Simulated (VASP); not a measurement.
Write the native input for VASP 6.6.1 that does the following.

* Task: relaxation of cell and atoms
* Functional: revPBE
* Potentials or basis: VASP PAW PBE potentials, release 64 (Rb_sv)
* Cutoff: 600 eV
* k mesh: 7 × 7 × 7
* Occupations: fermi-dirac, width 0.05 eV
* Spin: no spin polarisation
* Dipole correction: no
* Further INCAR settings: ALGO = Normal; EDIFF = 1e-06; IBRION = 2; EDIFFG = -0.01; NSW = 60; ISIF = 3

The structure of Rb lies in POSCAR:

```
Rb
1.0
   -2.8025000000      2.8025000000      2.8025000000
    2.8025000000     -2.8025000000      2.8025000000
    2.8025000000      2.8025000000     -2.8025000000
Rb
1
Direct
    0.0000000000      0.0000000000      0.0000000000
```

The input as run:

INCAR

```
PREC = Accurate
ENCUT = 600
EDIFF = 1E-6
ISMEAR = -1
SIGMA = 0.05
LREAL = F
LASPH = T
NELM = 60
ALGO = Normal
ISIF = 3
LWAVE = F
LCHARG = F
GGA = RE
IBRION = 2
NSW = 60
EDIFFG = -0.01
```

KPOINTS

```
regular mesh
0
Gamma
  7 7 7
```

Potentials or basis: VASP PAW PBE potentials, release 64 (Rb_sv).

Command:

```console
$ cat potpaw_PBE.64/Rb_sv/POTCAR > POTCAR
$ mpirun -np 1 vasp_std > vasp.out
```

It gave:

```json
{
 "Relaxed volume": "98.78 Å³/atom",
 "Relaxed cell": "a = 5.044 Å, b = 5.044 Å, c = 5.044 Å, α = 109.47°, β = 109.47°, γ = 109.47°",
 "Space group after relaxing (to 0.1 Å)": "Im-3m (No. 229)",
 "Energy gained by relaxing": "10.8 meV/atom",
 "Ionic steps": "4",
 "Pressure after relaxing": "0.0 GPa",
 "Band gap on the k mesh": "zero (an odd number of electrons rules out a gap without spin polarisation)"
}
```

Caveat: the PAW data sets were made with another functional, which shifts forces and pressure a little.

Run time: 77 s on 1 thread of Intel(R) Xeon(R) Platinum 8375C CPU @ 2.90GHz (Ice Lake), on a shared host, peak memory 0.24 GiB.
